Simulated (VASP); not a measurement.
Here is a VASP 6.6.1 calculation.

Contents of INCAR:

```
ALGO = Normal
EDIFF = 1E-8
ENCUT = 520
IBRION = 8
ISIF = 2
ISMEAR = -1
LASPH = T
LCHARG = F
LREAL = F
LWAVE = F
NBANDS = 17
NELM = 100
NSW = 1
PREC = Accurate
SIGMA = 0.1
```

KPOINTS

```
k-points
0
Gamma
  6 6 6
```

The input POSCAR:

```
PbSe
1.0
    3.7843220000      0.0000000000      0.0000000000
    0.0000000000      3.7843220000      0.0000000000
    0.0000000000      0.0000000000      3.7843220000
Pb Se
1 1
Direct
    0.0000000000      0.0000000000      0.0000000000
    0.5000000000      0.5000000000      0.5000000000
```

Potentials or basis: VASP PAW LDA potentials, release 64 (Pb_d, Se).

Launch:

```bash
$ cat potpaw_LDA.64/Pb_d/POTCAR potpaw_LDA.64/Se/POTCAR > POTCAR
$ mpirun -np 1 vasp_std > vasp.out
```

Predict the highest phonon frequency at Γ, LO-TO splitting left out.

0 cm⁻¹.

Predict the most unstable mode.

72i cm⁻¹.

Phonon frequencies in cm⁻¹ (negative: imaginary):
```tsv
q point	frequencies
(0.000, 0.000, 0.000)	-72 -72 -72 0 0 0
```

Caveat: the cell wasn't relaxed at this level first, which shifts response properties; some modes are imaginary.
